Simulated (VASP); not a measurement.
Write the native input for VASP 6.6.1 that does the following.

| Property | Result |
| --- | --- |
| Task | single point |
| Functional | PBE |
| Potentials or basis | VASP PAW PBE potentials, release 64 (Si) |
| Cutoff | 520 eV |
| k mesh | 2 × 2 × 2 |
| Occupations | gaussian, width 0.02 eV |
| Spin | no spin polarisation |
| Dipole correction | no |
| Further INCAR settings | LREAL = Auto; ALGO = Normal; EDIFF = 1e-06; NBANDS = 48 |

The structure of Si (a cell with a defect) lies in POSCAR:

```
Si
1.0
    0.0000000000      5.4300000000      5.4300000000
    5.4300000000      0.0000000000      5.4300000000
    5.4300000000      5.4300000000      0.0000000000
Si
17
Direct
    0.0038513812      0.0035891344     -0.0037515654
    0.1252941989      0.1246837017      0.1261848066
    0.0003452118      0.0000553407      0.4997761510
    0.1253025783      0.1247624309      0.6237292818
    0.0034531308      0.4970487109     -0.0032988029
    0.1317362799      0.6233467772      0.1223672192
    0.0034094843      0.4971315838      0.5026100368
    0.1251657459      0.6263581952      0.6241436464
    0.4975403315      0.0029902394     -0.0031482505
    0.6236367403      0.1316063536      0.1223328729
    0.4975451197      0.0030163904      0.5025119705
    0.6265804788      0.1247141805      0.6242911602
    0.5003329650      0.5002265193     -0.0003865562
    0.6232877532      0.6228455801      0.1226560773
    0.4973849908      0.4970573665      0.5027157459
    0.6232793738      0.6229138122      0.6309985267
    0.7506018416      0.7502263352      0.2494686924
```

One way to write it, as run:

INCAR

```
PREC = Accurate ; ENCUT = 520
EDIFF = 1E-6 ; ISMEAR = 0
SIGMA = 0.02 ; LREAL = Auto
LASPH = True ; NELM = 60
ALGO = Normal ; ISIF = 2
LWAVE = False ; LCHARG = False
GGA = PE ; NBANDS = 48
```

KPOINTS

```
Automatic mesh
0
Gamma
  2 2 2
```

Potentials or basis: VASP PAW PBE potentials, release 64 (Si).

The run is started by

```console
$ cat potpaw_PBE.64/Si/POTCAR > POTCAR
$ mpirun -np 1 vasp_std > vasp.out
```

It gave:

```json
{
 "Pressure": "5.3 GPa",
 "Largest force": "0.020 eV/Å",
 "Band gap on the k mesh": "zero (band 34 reaches 6.93 eV, above the bottom of band 35 at 6.67 eV)"
}
```

Caveat: the k points lie up to 0.50 Å⁻¹ apart.

It took 4.4 min on 1 thread of Intel(R) Xeon(R) Platinum 8375C CPU @ 2.90GHz (Ice Lake), on a shared host, peak memory 0.45 GiB.
